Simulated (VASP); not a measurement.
# Cs (Im-3m) in VASP: further runs

Cs is run at these levels: PBEsol; tasks: single point.

Everything below comes from runs of VASP 6.6.1. Logs are shortened: lines on timing, memory, paths and dates and some standing lists are left out, and cuts for length are marked.

### 1 The cell of the first run

It takes space group Im-3m (No. 229, cubic). Conventional cell: a = 6.010 Å, b = 6.010 Å, c = 6.010 Å, α = 90.00°, β = 90.00°, γ = 90.00°.

### 2 Single point, PBEsol

File INCAR:

```
SYSTEM = Cs
ALGO     = Normal         ! electronic algorithm
EDIFF    = 1E-6           ! SCF threshold, eV
ENCUT    = 520            ! plane-wave cutoff, eV
GGA      = PS             ! functional
ISIF     = 2              ! what is computed and relaxed
ISMEAR   = 0              ! smearing method
LASPH    = .True.         ! aspherical terms in the spheres
LCHARG   = .False.        ! write CHGCAR
LREAL    = .False.        ! projectors in reciprocal space
LWAVE    = .False.        ! write WAVECAR
NBANDS   = 10             ! bands
NELM     = 60             ! most SCF steps
PREC     = Accurate       ! precision mode
SIGMA    = 0.1            ! smearing width, eV
```

File KPOINTS:

```
k-points
0
Gamma
  10 10 10
  0 0 0
```

File POSCAR:

```
Cs
1.0
   -3.0051692852      3.0051692852      3.0051692852
    3.0051692852     -3.0051692852      3.0051692852
    3.0051692852      3.0051692852     -3.0051692852
Cs
1
Direct
    0.0000000000      0.0000000000      0.0000000000
```

Potentials or basis: VASP PAW PBE potentials, release 64 (Cs_sv).

Command:

```sh
$ cat potpaw_PBE.64/Cs_sv/POTCAR > POTCAR
$ mpirun -np 1 vasp_std > vasp.out
```

OUTCAR:

```text
SYSTEM = Cs
   EDIFF = 1E-6
   ENCUT = 520
   GGA = PS
   ISIF = 2
   ISMEAR = 0
   LASPH = .True.
   LREAL = .False.
   NELM = 60
   PREC = Accurate

 ion  position               nearest neighbor table
   1  0.000  0.000  0.000-

  LATTYP: Found a body centered cubic cell.
 ALAT       =     6.0103385704

  Lattice vectors:

 A1 = (  -3.0051692852,   3.0051692852,   3.0051692852)
 A2 = (   3.0051692852,  -3.0051692852,   3.0051692852)
 A3 = (   3.0051692852,   3.0051692852,  -3.0051692852)

Analysis of symmetry for initial positions (statically):
=====================================================================
 Subroutine PRICEL returns:
 Original cell was already a primitive cell.

 Routine SETGRP: Setting up the symmetry group for a
 body centered cubic supercell.

 Subroutine GETGRP returns: Found 48 space group operations
 (whereof 48 operations were pure point group operations)
 out of a pool of 48 trial point group operations.

The static configuration has the point symmetry O_h .

Analysis of symmetry for dynamics (positions and initial velocities):
=====================================================================
 Subroutine PRICEL returns:
 Original cell was already a primitive cell.

 Routine SETGRP: Setting up the symmetry group for a
 body centered cubic supercell.

 Subroutine GETGRP returns: Found 48 space group operations
 (whereof 48 operations were pure point group operations)
 out of a pool of 48 trial point group operations.

The dynamic configuration has the point symmetry O_h .

 Subroutine INISYM returns: Found 48 space group operations
 (whereof 48 operations are pure point group operations),
 and found     1 'primitive' translations

----------------------------------------------------------------------------------------

                                     Primitive cell

  volume of cell :     108.5592

  direct lattice vectors                    reciprocal lattice vectors
    -3.005169285  3.005169285  3.005169285     0.000000000  0.166379978  0.166379978
     3.005169285 -3.005169285  3.005169285     0.166379978  0.000000000  0.166379978
     3.005169285  3.005169285 -3.005169285     0.166379978  0.166379978  0.000000000

  length of vectors
     5.205105887  5.205105887  5.205105887     0.235296822  0.235296822  0.235296822

  position of ions in fractional coordinates (direct lattice)
     0.000000000  0.000000000  0.000000000

  ion indices of the primitive-cell ions
   primitive index   ion index
                 1           1

----------------------------------------------------------------------------------------

 KPOINTS: k-points

Automatic generation of k-mesh.
 Grid dimensions read from file:
 generate k-points for:   10   10   10

 Generating k-lattice:

  Cartesian coordinates                     Fractional coordinates (reciprocal lattice)
     0.000000000  0.016637998  0.016637998     0.100000000  0.000000000  0.000000000
     0.016637998  0.000000000  0.016637998     0.000000000  0.100000000  0.000000000
     0.016637998  0.016637998  0.000000000     0.000000000  0.000000000  0.100000000

  Length of vectors
     0.023529682  0.023529682  0.023529682

  Shift w.r.t. Gamma in fractional coordinates (k-lattice)
     0.000000000  0.000000000  0.000000000

 Subroutine IBZKPT returns following result:
 ===========================================

 Found     47 irreducible k-points:

 Following reciprocal coordinates:
            Coordinates               Weight
  0.000000  0.000000  0.000000      1.000000
  0.100000  0.000000  0.000000     12.000000
  0.200000  0.000000  0.000000     12.000000
  0.300000  0.000000  0.000000     12.000000
  0.400000  0.000000  0.000000     12.000000
  0.500000  0.000000  0.000000      6.000000
[... 16 lines left out ...]
  0.300000  0.300000  0.100000      8.000000
 -0.300000  0.300000  0.100000     24.000000
 [... further k-points ...]
   k-points           NKPTS =     47   k-points in BZ     NKDIM =     47   number of bands    NBANDS=     10
   number of dos      NEDOS =    301   number of ions     NIONS =      1
   total plane-waves  NPLWV =  64000
   dimension x,y,z NGX =    40 NGY =   40 NGZ =   40
   dimension x,y,z NGXF=    80 NGYF=   80 NGZF=   80
   ions per type =               1
   NGX,Y,Z   is equivalent  to a cutoff of  12.78, 12.78, 12.78 a.u.
   NGXF,Y,Z  is equivalent  to a cutoff of  25.55, 25.55, 25.55 a.u.
 SYSTEM =  Cs
   PREC   = accura    normal or accurate (medium, high low for compatibility)
   ISTART =      0    job   : 0-new  1-cont  2-samecut
   ICHARG =      2    charge: 1-file 2-atom 10-const
   ISPIN  =      1    spin polarized calculation?
   LNONCOLLINEAR =      F non collinear calculations
   LSORBIT =      F    spin-orbit coupling
   LASPH  =      T    aspherical Exc in radial PAW
   ENCUT  =  520.0 eV  38.22 Ry    6.18 a.u.   9.68  9.68  9.68*2*pi/ulx,y,z
   NELM   =     60;   NELMIN=  2; NELMDL= -5     # of ELM steps
   EDIFF  = 0.1E-05   stopping-criterion for ELM
   LREAL  =      F    real-space projection
   EDIFFG = 0.1E-04   stopping-criterion for IOM
   NSW    =      0    number of steps for IOM
   IBRION =     -1    ionic relax: 0-MD 1-quasi-New 2-CG
   NFREE  =      0    steps in history (QN), initial steepest desc. (CG)
   ISIF   =      2    stress and relaxation
   ISYM   =      2    0-nonsym 1-usesym 2-fastsym
   POTIM  = 0.5000    time-step for ionic-motion
   TEBEG  =    0.0;   TEEND  =   0.0 temperature during run
   PSTRESS=    0.0 pullay stress
   NELECT =       9.0000    total number of electrons
   NUPDOWN=      -1.0000    fix difference up-down
   EMIN   =  10.00;   EMAX   =-10.00  energy-range for DOS
   EFERMI =   0.00;   METHOD = LEGACY
   ISMEAR =     0;   SIGMA  =   0.10  broadening in eV -4-tet -1-fermi 0-gaus
   EFERMI_NEDOS =   21; number of points for ismear=-14 and -15
   IALGO  =     38    algorithm
   IMIX   =      4    mixing-type and parameters
     AMIX     =   0.40;   BMIX     =  1.00
     AMIX_MAG =   1.60;   BMIX_MAG =  1.00
  volume/ion in A,a.u.               =     108.56       732.59
  Fermi-wavevector in a.u.,A,eV,Ry     =   0.713839  1.348959  6.933061  0.509566
  Thomas-Fermi vector in A             =   1.801582
   LORBIT       =      0    0 simple, 1 ext, 2 COOP (PROOUT), +10 PAW based schemes
   GGA     = PS    functional components
   LHFCALC =     F    Hartree Fock is set to
   AEXX    =    0.0000 exact exchange contribution
   IVDW    =     0    specifies the selected vdW correction
   LEPSILON=     F    determine dielectric tensor
   LRPA    =     F    only Hartree local field effects (RPA)
 non-spin polarized calculation
 Gauss-broadening in eV      SIGMA  =   0.10
  energy-cutoff  :      520.00
  volume of cell :      108.56
 maximum number of plane-waves:      2944
   NGX = 19   NGY = 19   NGZ = 19

 number of electron       8.9999998 magnetization

 Free energy of the ion-electron system (eV)
  ---------------------------------------------------
  ext. energy  EPLUGINS =         0.00000000
  ---------------------------------------------------
  free energy    TOTEN  =        -0.94277155 eV

  energy without entropy =       -0.93335774  energy(sigma->0) =       -0.93806465

 E-fermi :   0.5208     XC(G=0):  -5.6288

 val. band max:        0.4954142677   @ k =  -0.3000   0.3000   0.3000
 cond. band min:       0.5248742007   @ k =   0.5000   0.0000   0.0000
 fundamental gap:      0.0294599330
 Fermi energy:         0.5208454916

 k-point     1 :       0.0000    0.0000    0.0000
  band No.  band energies     occupation
      1     -23.2961      2.00000
      2     -10.0058      2.00000
      3     -10.0058      2.00000
      4     -10.0058      2.00000
      5      -1.2264      2.00000
      6       3.0499      0.00000
      7       3.0499      0.00000
      8       3.0499      0.00000
      9       3.9668      0.00000
     10       3.9668      0.00000

 k-point     2 :       0.1000    0.0000    0.0000
  band No.  band energies     occupation
      1     -23.2953      2.00000
      2     -10.0226      2.00000
      3     -10.0112      2.00000
      4     -10.0059      2.00000
      5      -1.1091      2.00000
      6       2.9240      0.00000
      7       2.9372      0.00000
      8       3.1685      0.00000
      9       3.7851      0.00000
     10       3.9444      0.00000

 k-point     3 :       0.2000    0.0000    0.0000
  band No.  band energies     occupation
      1     -23.2931      2.00000
      2     -10.0658      2.00000
      3     -10.0251      2.00000
      4     -10.0060      2.00000
      5      -0.7755      2.00000
      6       2.5206      0.00000
      7       2.6549      0.00000
      8       3.5188      0.00000
      9       3.7451      0.00000
     10       3.9339      0.00000

 k-point     4 :       0.3000    0.0000    0.0000
  band No.  band energies     occupation
      1     -23.2904      2.00000
      2     -10.1178      2.00000
      3     -10.0423      2.00000
      4     -10.0061      2.00000
      5      -0.2843      2.00000
      6       2.0309      0.00000
      7       2.3940      0.00000
      8       3.8713      0.00000
      9       4.0195      0.00000
     10       4.0839      0.00000
[... 222 lines left out ...]
 k-point    22 :      -0.2000    0.2000    0.1000
  band No.  band energies     occupation
      1     -23.2923      2.00000
      2     -10.0659      2.00000
      3     -10.0308      2.00000
      4     -10.0192      2.00000
      5      -0.6661      2.00000
      6       2.5473      0.00000
      7       2.7162      0.00000
      8       3.2023      0.00000
      9       3.4856      0.00000
     10       4.3049      0.00000

 k-point    23 :       0.3000    0.3000    0.1000
  band No.  band energies     occupation
      1     -23.2867      2.00000
      2     -10.1119      2.00000
      3     -10.1119      2.00000
      4     -10.0412      2.00000
      5       1.4056      0.00000
      6       1.4682      0.00000
      7       1.4682      0.00000
      8       3.5357      0.00000
      9       4.3974      0.00000
     10       4.3974      0.00000

 k-point    24 :      -0.3000    0.3000    0.1000
  band No.  band energies     occupation
      1     -23.2896      2.00000
      2     -10.1155      2.00000
      3     -10.0482      2.00000
      4     -10.0188      2.00000
      5      -0.1819      2.00000
      6       2.0310      0.00000
      7       2.4799      0.00000
      8       3.3273      0.00000
      9       4.0421      0.00000
     10       4.3474      0.00000

 [... further k-points ...]
[... 5 lines left out ...]
  --------------------------------------------------------------------------------------
  -------------------------------------------------------------------------------------
  Total       -0.0037068     -0.0037068     -0.0037068      0.0000000      0.0000000     -0.0000000
  in kB       -0.0547071     -0.0547071     -0.0547071      0.0000000      0.0000000     -0.0000000
  external PRESSURE =      -0.0547071 kB  Pullay stress =       0.0000000 kB

 VOLUME and BASIS-vectors are now :
 -----------------------------------------------------------------------------
  energy-cutoff  :      520.00
  volume of cell :      108.56
      direct lattice vectors                 reciprocal lattice vectors
    -3.005169285  3.005169285  3.005169285     0.000000000  0.166379978  0.166379978
     3.005169285 -3.005169285  3.005169285     0.166379978  0.000000000  0.166379978
     3.005169285  3.005169285 -3.005169285     0.166379978  0.166379978  0.000000000

 POSITION                                       TOTAL-FORCE (eV/Angst)
 -----------------------------------------------------------------------------------
      0.00000      0.00000      0.00000         0.000000      0.000000     -0.000000
 -----------------------------------------------------------------------------------
    total drift:                               -0.000000      0.000000     -0.000000

  FREE ENERGIE OF THE ION-ELECTRON SYSTEM (eV)
  ---------------------------------------------------
  free  energy   TOTEN  =        -0.9427715528 eV

  energy  without entropy=       -0.9333577375  energy(sigma->0) =       -0.93806465
```

It took 22 s on 1 thread of Intel Xeon Platinum 8488C (Sapphire Rapids), shared host; peak memory 0.24 GiB.

What came out:

```yaml
Free_energy: -0.9428 eV
Pressure: 0.0 GPa
```

Levels at points of the mesh, in eV from the Fermi level:
```tsv
k point	band 1	band 2	band 3	band 4	band 5	band 6	band 7	band 8
(0.00, 0.00, 0.00)	-23.82	-10.53	-10.53	-10.53	-1.75	2.53	2.53	2.53
(0.50, 0.00, 0.00)	-23.81	-10.70	-10.58	-10.53	0.00	0.93	1.64	3.29
(0.50, 0.50, 0.50)	-23.80	-10.65	-10.65	-10.65	0.60	0.60	3.15	3.15
```

Caveat: the PAW data sets were made with another functional, which shifts forces and pressure a little; spin-orbit coupling is left out, which moves the levels of the heavy elements.

### 3 Single point, PBEsol

This run uses another cell than the first one, of 111.66 Å³/atom, 1.029 times its volume.

File INCAR:

```
SYSTEM = Cs
PREC = Accurate ; ENCUT = 520
EDIFF = 1E-6 ; ISMEAR = 0
SIGMA = 0.1 ; LREAL = .FALSE.
LASPH = .TRUE. ; NELM = 80
ALGO = Normal ; ISIF = 2
LWAVE = .FALSE. ; LCHARG = .TRUE.
GGA = PS ; LELF = .TRUE.
LVHAR = .TRUE. ; NBANDS = 10
```

File KPOINTS:

```
Automatic mesh
0
G
  10 10 10
  0 0 0
```

File POSCAR:

```
Cs
1.0
   -3.0335000000      3.0335000000      3.0335000000
    3.0335000000     -3.0335000000      3.0335000000
    3.0335000000      3.0335000000     -3.0335000000
Cs
1
Direct
    0.0000000000      0.0000000000      0.0000000000
```

Potentials or basis: VASP PAW PBE potentials, release 64 (Cs_sv).

Command:

```sh
$ cat potpaw_PBE.64/Cs_sv/POTCAR > POTCAR
$ mpirun -np 1 vasp_std > vasp.out
```

Wall time 25 s (1 thread of Intel Xeon Platinum 8488C (Sapphire Rapids), shared host); peak memory 0.25 GiB.

Results (log left out):

- Free energy: -0.9423 eV
- Pressure: -0.1 GPa

Levels at points of the mesh, in eV from the Fermi level:
| k point | band 1 | band 2 | band 3 | band 4 | band 5 | band 6 | band 7 | band 8 |
| --- | --- | --- | --- | --- | --- | --- | --- | --- |
| (0.00, 0.00, 0.00) | -23.83 | -10.55 | -10.55 | -10.55 | -1.72 | 2.51 | 2.51 | 2.51 |
| (0.50, 0.00, 0.00) | -23.83 | -10.70 | -10.60 | -10.55 | 0.02 | 0.90 | 1.64 | 3.25 |
| (0.50, 0.50, 0.50) | -23.82 | -10.66 | -10.66 | -10.66 | 0.63 | 0.63 | 3.07 | 3.07 |

Caveat: the PAW data sets were made with another functional, which shifts forces and pressure a little; spin-orbit coupling is left out, which moves the levels of the heavy elements.

### 4 Single point, PBEsol

File INCAR:

```
ALGO = Normal
EDIFF = 1E-6
ENCUT = 520
GGA = PS
ISIF = 2
ISMEAR = 0
LASPH = True
LCHARG = False
LREAL = False
LWAVE = False
NBANDS = 10
NELM = 100
PREC = Accurate
SIGMA = 0.1
```

File KPOINTS:

```
k-points
0
Gamma
  10 10 10
```

File POSCAR:

```
Cs
1.0
   -3.0349253717      3.0349253717      3.0349253717
    3.0349253717     -3.0349253717      3.0349253717
    3.0349253717      3.0349253717     -3.0349253717
Cs
1
Direct
    0.0000000000      0.0000000000      0.0000000000
```

Command:

```sh
$ cat potpaw_PBE.64/Cs_sv/POTCAR > POTCAR
$ mpirun -np 1 vasp_std > vasp.out
```

Run time: 24 s. Hardware: 1 thread of Intel Xeon Platinum 8488C (Sapphire Rapids), shared host; peak memory 0.25 GiB.

Results (log left out):

```
Free energy : -0.9422 eV
Pressure    : -0.1 GPa
```

Levels at points of the mesh, in eV from the Fermi level:
```
           k point  band 2  band 3  band 4  band 5  band 6  band 7
(0.00, 0.00, 0.00)  -10.55  -10.55  -10.55   -1.72    2.51    2.51
(0.50, 0.00, 0.00)  -10.70  -10.60  -10.55    0.02    0.90    1.64
(0.50, 0.50, 0.50)  -10.66  -10.66  -10.66    0.63    0.63    3.07
```

Caveat: the PAW data sets were made with another functional, which shifts forces and pressure a little; spin-orbit coupling is left out, which moves the levels of the heavy elements.

### 5 Single point, PBEsol (volume scaled by 1.06)

File INCAR:

```
SYSTEM = Cs
ALGO = Fast
EDIFF = 1E-6
ENCUT = 520
GGA = PS
ISIF = 2
ISMEAR = 0
LASPH = .TRUE.
LCHARG = .TRUE.
LELF = .TRUE.
LREAL = .FALSE.
LVHAR = .TRUE.
LWAVE = .FALSE.
NBANDS = 10
NELM = 60
PREC = Accurate
SIGMA = 0.1
```

File KPOINTS:

```
k-points
0
G
  10 10 10
  0 0 0
```

File POSCAR:

```
Cs
1.0
   -3.0641091367      3.0641091367      3.0641091367
    3.0641091367     -3.0641091367      3.0641091367
    3.0641091367      3.0641091367     -3.0641091367
Cs
1
Direct
    0.0000000000      0.0000000000      0.0000000000
```

Command:

```sh
$ cat potpaw_PBE.64/Cs_sv/POTCAR > POTCAR
$ mpirun -np 1 vasp_std > vasp.out
```

Run time: 28 s. Hardware: 1 thread of Intel Xeon Platinum 8488C (Sapphire Rapids), shared host; peak memory 0.25 GiB.

It converged, with:

```yaml
Free_energy: -0.9406 eV
Pressure: -0.1 GPa
```

Levels at points of the mesh, in eV from the Fermi level:
```tsv
k point	band 1	band 2	band 3	band 4	band 5	band 6	band 7	band 8
(0.00, 0.00, 0.00)	-23.85	-10.57	-10.57	-10.57	-1.69	2.50	2.50	2.50
(0.50, 0.00, 0.00)	-23.84	-10.71	-10.62	-10.57	0.03	0.87	1.64	3.20
(0.50, 0.50, 0.50)	-23.84	-10.67	-10.67	-10.67	0.66	0.66	3.00	3.00
```

Caveat: the cell differs from its parent crystal (volume scaled by 1.06); the PAW data sets were made with another functional, which shifts forces and pressure a little; spin-orbit coupling is left out, which moves the levels of the heavy elements.

### 6 Single point, PBEsol (volume scaled by 1.10)

File INCAR:

```
PREC     = Accurate       # precision mode
ENCUT    = 520            # plane-wave cutoff, eV
EDIFF    = 1E-7           # SCF threshold, eV
ISMEAR   = 0              # smearing method
SIGMA    = 0.1            # smearing width, eV
LREAL    = False          # projectors in reciprocal space
LASPH    = True           # aspherical terms in the spheres
NELM     = 100            # most SCF steps
ALGO     = Fast           # electronic algorithm
ISIF     = 2              # what is computed and relaxed
LWAVE    = False          # write WAVECAR
LCHARG   = False          # write CHGCAR
GGA      = PS             # functional
NBANDS   = 10             # bands
```

File KPOINTS:

```
Automatic mesh
0
Gamma
  10 10 10
```

File POSCAR:

```
Cs
1.0
   -3.1021764967      3.1021764967      3.1021764967
    3.1021764967     -3.1021764967      3.1021764967
    3.1021764967      3.1021764967     -3.1021764967
Cs
1
Direct
    0.0000000000      0.0000000000      0.0000000000
```

Potentials or basis: VASP PAW PBE potentials, release 64 (Cs_sv).

Command:

```sh
$ cat potpaw_PBE.64/Cs_sv/POTCAR > POTCAR
$ mpirun -np 1 vasp_std > vasp.out
```

Run time: 33 s. Hardware: 1 thread of Intel Xeon Platinum 8488C (Sapphire Rapids), shared host; peak memory 0.25 GiB.

The run converged. Its results:

```
Free energy : -0.9369 eV
Pressure    : -0.2 GPa
```

Levels at points of the mesh, in eV from the Fermi level:
```csv
k point,band 1,band 2,band 3,band 4,band 5,band 6,band 7,band 8
"(0.00, 0.00, 0.00)",-23.88,-10.60,-10.60,-10.60,-1.65,2.47,2.47,2.47
"(0.50, 0.00, 0.00)",-23.87,-10.72,-10.64,-10.60,0.04,0.83,1.65,3.13
"(0.50, 0.50, 0.50)",-23.87,-10.69,-10.69,-10.69,0.69,0.69,2.90,2.90
```

Caveat: the cell differs from its parent crystal (volume scaled by 1.10); the PAW data sets were made with another functional, which shifts forces and pressure a little; spin-orbit coupling is left out, which moves the levels of the heavy elements.

### 7 Summary

```csv
cell,gap on the mesh (eV),pressure (GPa)
"a = 5.205 Å, angles 109.5°, 1 atom",none,0.0
"a = 5.254 Å, angles 109.5°, 1 atom",none,-0.1
"a = 5.257 Å, angles 109.5°, 1 atom",none,-0.1
"a = 5.307 Å, angles 109.5°, 1 atom",none,-0.1
"a = 5.373 Å, angles 109.5°, 1 atom",none,-0.2
```

Alike in all rows: task single point; level PBEsol; potentials or basis VASP PAW PBE potentials, release 64 (Cs_sv); no spin polarisation; k mesh 10 × 10 × 10; cutoff (eV) 520; smearing gaussian 0.1 eV.

Caveats: the PAW data sets were made with another functional, which shifts forces and pressure a little; spin-orbit coupling is left out, which moves the levels of the heavy elements.

Total energies depend on the potentials used, so only differences within one code and one set of settings carry meaning.
